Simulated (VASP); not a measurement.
Set up this calculation in VASP 6.6.1, as the native input.

* Task: single point
* Functional: PBEsol
* Potentials or basis: VASP PAW PBE potentials, release 64 (Mg)
* Cutoff: 520 eV
* k mesh: 18 × 18 × 10
* Occupations: gaussian, width 0.15 eV
* Spin: no spin polarisation
* Dipole correction: no
* Further INCAR settings: ALGO = Normal; EDIFF = 1e-06; NBANDS = 9

The structure of Mg lies in POSCAR:

```
Mg
1.0
    3.3376423938      0.0000000000      0.0000000000
   -1.6688211969      2.8904831018      0.0000000000
    0.0000000000      0.0000000000      4.7935036000
Mg
2
Direct
    0.3333333333      0.6666666667      0.2500000000
    0.6666666667      0.3333333333      0.7500000000
```

This cell differs from its parent crystal: strain +0.040 along x and y, -0.080 along z.

One way to write it, as run:

INCAR

```
  PREC = Accurate
  ENCUT = 520
  EDIFF = 1E-6
  ISMEAR = 0
  SIGMA = 0.15
  LREAL = False
  LASPH = True
  NELM = 80
  ALGO = Normal
  ISIF = 2
  LWAVE = False
  LCHARG = False
  GGA = PS
  NBANDS = 9
```

KPOINTS

```
Automatic mesh
0
Gamma
  18 18 10
```

Potentials or basis: VASP PAW PBE potentials, release 64 (Mg).

Command:

```bash
$ cat potpaw_PBE.64/Mg/POTCAR > POTCAR
$ mpirun -np 1 vasp_std > vasp.out
```

It gave:

| Property | Result |
| --- | --- |
| Pressure | -0.4 GPa |
| Band gap on the k mesh | zero (bands 2 and 3 overlap by 2.05 eV) |

Caveat: the cell differs from its parent crystal (strain +0.040 along x and y, -0.080 along z); the PAW data sets were made with another functional, which shifts forces and pressure a little.

Run time: 83 s on 1 thread of Intel Xeon 8259CL, with other jobs on the host, peak memory 0.24 GiB.
